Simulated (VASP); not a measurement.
# KTaO3 (Pmmm) in VASP: notebook

KTaO3 is run at these levels: PBE; tasks: single point.

Everything below comes from runs of VASP 6.6.1. Logs are shortened: lines on timing, memory, paths and dates and some standing lists are left out, and cuts for length are marked.

**1. The cell of the first run**

Symmetry: Pmmm, No. 47, orthorhombic system. The conventional cell has a = 3.743 Å, b = 4.025 Å, c = 4.307 Å, α = 90.00°, β = 90.00°, γ = 90.00°. Within 3.8 Å of K (site symmetry mmm) lie 12 O at 2.75 to 2.95 Å and 8 Ta at 3.49 Å and 2 K at 3.74 Å. Within 2.5 Å of Ta (site symmetry mmm) lie 6 O at 1.87 to 2.15 Å. O (site symmetry mmm) has 2 Ta at 1.87 Å within 2.5 Å. O (site symmetry mmm) has 2 Ta at 2.15 Å and 4 K at 2.75 Å and 8 O at 2.85 to 2.95 Å within 3.0 Å. O (site symmetry mmm) has 2 Ta at 2.01 Å and 8 O at 2.75 to 2.95 Å and 4 K at 2.85 Å within 3.0 Å.

**2. Single point, PBE (normal strain along x -0.0700, normal strain along y +0.0700)**

INCAR reads:

```
SYSTEM = KTaO3
PREC     = Accurate       ! precision mode
ENCUT    = 520            ! plane-wave cutoff, eV
EDIFF    = 1E-6           ! SCF threshold, eV
ISMEAR   = 0              ! smearing method
SIGMA    = 0.05           ! smearing width, eV
LREAL    = .FALSE.        ! projectors in reciprocal space
LASPH    = .TRUE.         ! aspherical terms in the spheres
NELM     = 60             ! most SCF steps
ALGO     = Normal         ! electronic algorithm
ISIF     = 2              ! what is computed and relaxed
LWAVE    = .FALSE.        ! write WAVECAR
LCHARG   = .FALSE.        ! write CHGCAR
GGA      = PE             ! functional
NBANDS   = 27             ! bands
```

KPOINTS reads:

```
regular mesh
0
G
  8 8 8
  0 0 0
```

POSCAR reads:

```
KTaO3
1.0
    3.7431111446      0.0000000000      0.0000000000
    0.0000000000      4.3065902416      0.0000000000
    0.0000000000      0.0000000000      4.0248506931
K Ta O
1 1 3
Direct
    0.5000000000      0.5000000000      0.5000000000
    0.0000000000      0.0000000000      0.0000000000
    0.5000000000      0.0000000000      0.0000000000
    0.0000000000      0.5000000000      0.0000000000
    0.0000000000      0.0000000000      0.5000000000
```

Potentials or basis: VASP PAW PBE potentials, release 64 (K_sv, Ta_pv, O).

Run with:

```
cat potpaw_PBE.64/K_sv/POTCAR potpaw_PBE.64/Ta_pv/POTCAR potpaw_PBE.64/O/POTCAR > POTCAR
mpirun -np 1 vasp_std > vasp.out
```

OUTCAR:

```text
SYSTEM = KTaO3
   PREC = Accurate
   ENCUT = 520
   EDIFF = 1E-6
   ISMEAR = 0
   LREAL = .FALSE.
   LASPH = .TRUE.
   NELM = 60
   ISIF = 2
   GGA = PE

 ion  position               nearest neighbor table
   1  0.500  0.500  0.500-   4 2.75   4 2.75   4 2.75   4 2.75   5 2.85   5 2.85   5 2.85   5 2.85
                             2 3.49   2 3.49   2 3.49   2 3.49   2 3.49   2 3.49   2 3.49   2 3.49
   2  0.000  0.000  0.000-   3 1.87   3 1.87   5 2.01   5 2.01   4 2.15   4 2.15   1 3.49   1 3.49
                             1 3.49   1 3.49   1 3.49   1 3.49   1 3.49   1 3.49
   3  0.500  0.000  0.000-   2 1.87   2 1.87
   4  0.000  0.500  0.000-   2 2.15   2 2.15   1 2.75   1 2.75   1 2.75   1 2.75
   5  0.000  0.000  0.500-   2 2.01   2 2.01   1 2.85   1 2.85   1 2.85   1 2.85

  LATTYP: Found a simple orthorhombic cell.
 ALAT       =     3.7431111446
 B/A-ratio  =     1.0752688172
 C/A-ratio  =     1.1505376344

  Lattice vectors:

 A1 = (  -3.7431111446,   0.0000000000,   0.0000000000)
 A2 = (   0.0000000000,   0.0000000000,   4.0248506931)
 A3 = (   0.0000000000,   4.3065902416,   0.0000000000)

Analysis of symmetry for initial positions (statically):
=====================================================================
 Subroutine PRICEL returns:
 Original cell was already a primitive cell.

 Routine SETGRP: Setting up the symmetry group for a
 simple orthorhombic supercell.

 Subroutine GETGRP returns: Found  8 space group operations
 (whereof  8 operations were pure point group operations)
 out of a pool of  8 trial point group operations.

The static configuration has the point symmetry D_2h.

Analysis of symmetry for dynamics (positions and initial velocities):
=====================================================================
 Subroutine PRICEL returns:
 Original cell was already a primitive cell.

 Routine SETGRP: Setting up the symmetry group for a
 simple orthorhombic supercell.

 Subroutine GETGRP returns: Found  8 space group operations
 (whereof  8 operations were pure point group operations)
 out of a pool of  8 trial point group operations.

The dynamic configuration has the point symmetry D_2h.

 Subroutine INISYM returns: Found  8 space group operations
 (whereof  8 operations are pure point group operations),
 and found     1 'primitive' translations

----------------------------------------------------------------------------------------
[... 100 lines left out ...]
   LREAL  =      F    real-space projection
   EDIFFG = 0.1E-04   stopping-criterion for IOM
   NSW    =      0    number of steps for IOM
   IBRION =     -1    ionic relax: 0-MD 1-quasi-New 2-CG
   NFREE  =      0    steps in history (QN), initial steepest desc. (CG)
   ISIF   =      2    stress and relaxation
   ISYM   =      2    0-nonsym 1-usesym 2-fastsym
   POTIM  = 0.5000    time-step for ionic-motion
   TEBEG  =    0.0;   TEEND  =   0.0 temperature during run
   PSTRESS=    0.0 pullay stress
   NELECT =      38.0000    total number of electrons
   NUPDOWN=      -1.0000    fix difference up-down
   EMIN   =  10.00;   EMAX   =-10.00  energy-range for DOS
   EFERMI =   0.00;   METHOD = LEGACY
   ISMEAR =     0;   SIGMA  =   0.05  broadening in eV -4-tet -1-fermi 0-gaus
   EFERMI_NEDOS =   21; number of points for ismear=-14 and -15
   IALGO  =     38    algorithm
   IMIX   =      4    mixing-type and parameters
     AMIX     =   0.40;   BMIX     =  1.00
     AMIX_MAG =   1.60;   BMIX_MAG =  1.00
  volume/ion in A,a.u.               =      12.98        87.57
  Fermi-wavevector in a.u.,A,eV,Ry     =   1.369716  2.588389 25.526206  1.876123
  Thomas-Fermi vector in A             =   2.495567
   LORBIT       =      0    0 simple, 1 ext, 2 COOP (PROOUT), +10 PAW based schemes
   GGA     = PE    functional components
   LHFCALC =     F    Hartree Fock is set to
   AEXX    =    0.0000 exact exchange contribution
   IVDW    =     0    specifies the selected vdW correction
   LEPSILON=     F    determine dielectric tensor
   LRPA    =     F    only Hartree local field effects (RPA)
 non-spin polarized calculation
 Gauss-broadening in eV      SIGMA  =   0.05
  energy-cutoff  :      520.00
  volume of cell :       64.88
 maximum number of plane-waves:      1770
 NGX is ok and might be reduce to    28
   NGX = 13   NGY = 17   NGZ = 15

 number of electron      37.9999980 magnetization

 Free energy of the ion-electron system (eV)
  ---------------------------------------------------
  ext. energy  EPLUGINS =         0.00000000
  ---------------------------------------------------
  free energy    TOTEN  =       -40.34120721 eV

  energy without entropy =      -40.34120721  energy(sigma->0) =      -40.34120721

 E-fermi :   2.1064     XC(G=0): -10.7513

 val. band max:        1.7702028965   @ k =   0.5000   0.5000   0.5000
 cond. band min:       3.6553259520   @ k =   0.0000   0.0000   0.0000
 fundamental gap:      1.8851230556
 Fermi energy:         2.1064471244

 k-point     1 :       0.0000    0.0000    0.0000
  band No.  band energies     occupation
      1     -32.7344      2.00000
      2     -32.5523      2.00000
      3     -32.5153      2.00000
      4     -25.6409      2.00000
      5     -16.6110      2.00000
      6     -15.3318      2.00000
[... 709 lines left out ...]
     26      12.7276      0.00000
     27      12.9336      0.00000

 [... further k-points ...]

------------------------ aborting loop because EDIFF is reached ----------------------------------------

  FORCE on cell =-STRESS in cart. coord.  units (eV):
  Direction    XX          YY          ZZ          XY          YZ          ZX
  --------------------------------------------------------------------------------------
  -------------------------------------------------------------------------------------
  Total       14.5387776     -6.6234743      0.5671485      0.0000000      0.0000000      0.0000000
  in kB      359.0231274   -163.5612369     14.0052657      0.0000000      0.0000000      0.0000000
  external PRESSURE =      69.8223854 kB  Pullay stress =       0.0000000 kB

 VOLUME and BASIS-vectors are now :
 -----------------------------------------------------------------------------
  energy-cutoff  :      520.00
  volume of cell :       64.88
      direct lattice vectors                 reciprocal lattice vectors
     3.743111145  0.000000000  0.000000000     0.267157442  0.000000000  0.000000000
     0.000000000  4.306590242  0.000000000     0.000000000  0.232202263  0.000000000
     0.000000000  0.000000000  4.024850693     0.000000000  0.000000000  0.248456421

 POSITION                                       TOTAL-FORCE (eV/Angst)
 -----------------------------------------------------------------------------------
      1.87156      2.15330      2.01243         0.000000      0.000000      0.000000
      0.00000      0.00000      0.00000         0.000000      0.000000      0.000000
      1.87156      0.00000      0.00000         0.000000      0.000000      0.000000
      0.00000      2.15330      0.00000         0.000000      0.000000      0.000000
      0.00000      0.00000      2.01243         0.000000      0.000000      0.000000
 -----------------------------------------------------------------------------------
    total drift:                                0.000000      0.000000     -0.000000

  FREE ENERGIE OF THE ION-ELECTRON SYSTEM (eV)
  ---------------------------------------------------
  free  energy   TOTEN  =       -40.3412072074 eV

  energy  without entropy=      -40.3412072074  energy(sigma->0) =      -40.34120721
```

stdout:

```text
POSCAR found type information on POSCAR K TaO
 POSCAR found :  3 types and       5 ions
 scaLAPACK will be used
 LDA part: xc-table for (Slater+PW92), standard interpolation
 POSCAR, INCAR and KPOINTS ok, starting setup
 FFT: planning ... GRIDC
 FFT: planning ... GRID_SOFT
 FFT: planning ... GRID
 WAVECAR not read
 entering main loop
```

Run time: 2.9 min. Hardware: 1 thread of Intel Xeon 8259CL, shared host; peak memory 0.33 GiB.

Results:

```yaml
Free_energy: -40.3412 eV
Pressure: 7.0 GPa
Band_gap_on_the_k_mesh: 1.89 eV (least direct gap 2.30 eV)
```

Caveat: the cell differs from its parent crystal (normal strain along x -0.0700, normal strain along y +0.0700); the cell stands under pressure; spin-orbit coupling is left out, which moves the levels of the heavy elements.

**3. Single point, PBE (normal strain along x -0.0467, normal strain along y +0.0467)**

INCAR reads:

```
ALGO = Normal
EDIFF = 1E-6
ENCUT = 520
GGA = PE
ISIF = 2
ISMEAR = 0
LASPH = T
LCHARG = F
LREAL = F
LWAVE = F
NBANDS = 27
NELM = 80
PREC = Accurate
SIGMA = 0.05
```

KPOINTS reads:

```
k-points
0
Gamma
  8 8 8
```

Edit POSCAR of step 2 so:

```diff
@@ -2,4 +2,4 @@
 1.0
-    3.7431111446      0.0000000000      0.0000000000
-    0.0000000000      4.3065902416      0.0000000000
+    3.8368901657      0.0000000000      0.0000000000
+    0.0000000000      4.2128112205      0.0000000000
     0.0000000000      0.0000000000      4.0248506931
```

Potentials or basis: VASP PAW PBE potentials, release 64 (K_sv, Ta_pv, O).

Run with:

```
cat potpaw_PBE.64/K_sv/POTCAR potpaw_PBE.64/Ta_pv/POTCAR potpaw_PBE.64/O/POTCAR > POTCAR
mpirun -np 1 vasp_std > vasp.out
```

OUTCAR:

```text
EDIFF = 1E-6
   ENCUT = 520
   GGA = PE
   ISIF = 2
   ISMEAR = 0
   LASPH = T
   LREAL = F
   NELM = 80
   PREC = Accurate

 ion  position               nearest neighbor table
   1  0.500  0.500  0.500-   4 2.78   4 2.78   4 2.78   4 2.78   5 2.85   5 2.85   5 2.85   5 2.85
                             2 3.49   2 3.49   2 3.49   2 3.49   2 3.49   2 3.49   2 3.49   2 3.49
   2  0.000  0.000  0.000-   3 1.92   3 1.92   5 2.01   5 2.01   4 2.11   4 2.11   1 3.49   1 3.49
                             1 3.49   1 3.49   1 3.49   1 3.49   1 3.49   1 3.49
[... 930 lines left out ...]
  -------------------------------------------------------------------------------------
  Total        8.6371695     -4.9154375      0.3721506      0.0000000      0.0000000      0.0000000
  in kB      212.7065607   -121.0519036      9.1649103      0.0000000      0.0000000      0.0000000
  external PRESSURE =      33.6065225 kB  Pullay stress =       0.0000000 kB

 VOLUME and BASIS-vectors are now :
 -----------------------------------------------------------------------------
  energy-cutoff  :      520.00
  volume of cell :       65.06
      direct lattice vectors                 reciprocal lattice vectors
     3.836890166  0.000000000  0.000000000     0.260627737  0.000000000  0.000000000
     0.000000000  4.212811220  0.000000000     0.000000000  0.237371187  0.000000000
     0.000000000  0.000000000  4.024850693     0.000000000  0.000000000  0.248456421

 POSITION                                       TOTAL-FORCE (eV/Angst)
 -----------------------------------------------------------------------------------
      1.91845      2.10641      2.01243         0.000000      0.000000      0.000000
      0.00000      0.00000      0.00000         0.000000      0.000000      0.000000
      1.91845      0.00000      0.00000         0.000000      0.000000      0.000000
      0.00000      2.10641      0.00000         0.000000      0.000000      0.000000
      0.00000      0.00000      2.01243         0.000000      0.000000      0.000000
 -----------------------------------------------------------------------------------
    total drift:                                0.000000     -0.000000      0.000000

  FREE ENERGIE OF THE ION-ELECTRON SYSTEM (eV)
  ---------------------------------------------------
  free  energy   TOTEN  =       -40.7536846437 eV

  energy  without entropy=      -40.7536846437  energy(sigma->0) =      -40.75368464
```

OSZICAR:

```text
N       E                     dE             d eps       ncg     rms          rms(c)
DAV:   1     0.323663872985E+03    0.32366E+03   -0.20735E+04  6750   0.141E+03
DAV:   2    -0.301163039207E+02   -0.35378E+03   -0.34315E+03  8067   0.404E+02
DAV:   3    -0.488540378260E+02   -0.18738E+02   -0.18655E+02  9734   0.906E+01
DAV:   4    -0.494522348097E+02   -0.59820E+00   -0.59720E+00 10969   0.104E+01
DAV:   5    -0.494564212073E+02   -0.41864E-02   -0.41858E-02  8986   0.854E-01    0.335E+01
DAV:   6    -0.410078563001E+02    0.84486E+01   -0.36230E+01  7861   0.396E+01    0.127E+01
DAV:   7    -0.408272257807E+02    0.18063E+00   -0.20198E+00  8758   0.878E+00    0.913E+00
DAV:   8    -0.407760773612E+02    0.51148E-01   -0.45134E-01  8175   0.545E+00    0.259E+00
DAV:   9    -0.407552640773E+02    0.20813E-01   -0.46909E-02  8457   0.157E+00    0.476E-01
DAV:  10    -0.407534524982E+02    0.18116E-02   -0.13013E-02  9068   0.727E-01    0.207E-01
DAV:  11    -0.407536590454E+02   -0.20655E-03   -0.83003E-04  9446   0.203E-01    0.381E-02
DAV:  12    -0.407536692966E+02   -0.10251E-04   -0.57804E-05  8859   0.613E-02    0.307E-02
DAV:  13    -0.407536840822E+02   -0.14786E-04   -0.16580E-05  8787   0.288E-02    0.396E-03
DAV:  14    -0.407536846437E+02   -0.56152E-06   -0.98386E-07  6956   0.673E-03
   1 F= -.40753685E+02 E0= -.40753685E+02  d E =-.184506E-24
```

Run time: 2.1 min. Hardware: 1 thread of AMD EPYC 9R45 (Zen 5), shared host; peak memory 0.3 GiB.

Results:

| Item | Value |
| --- | --- |
| Free energy | -40.7537 eV |
| Pressure | 3.4 GPa |
| Band gap on the k mesh | 1.97 eV (least direct gap 2.51 eV) |

Caveat: the cell differs from its parent crystal (normal strain along x -0.0467, normal strain along y +0.0467); the cell stands under pressure; spin-orbit coupling is left out, which moves the levels of the heavy elements.
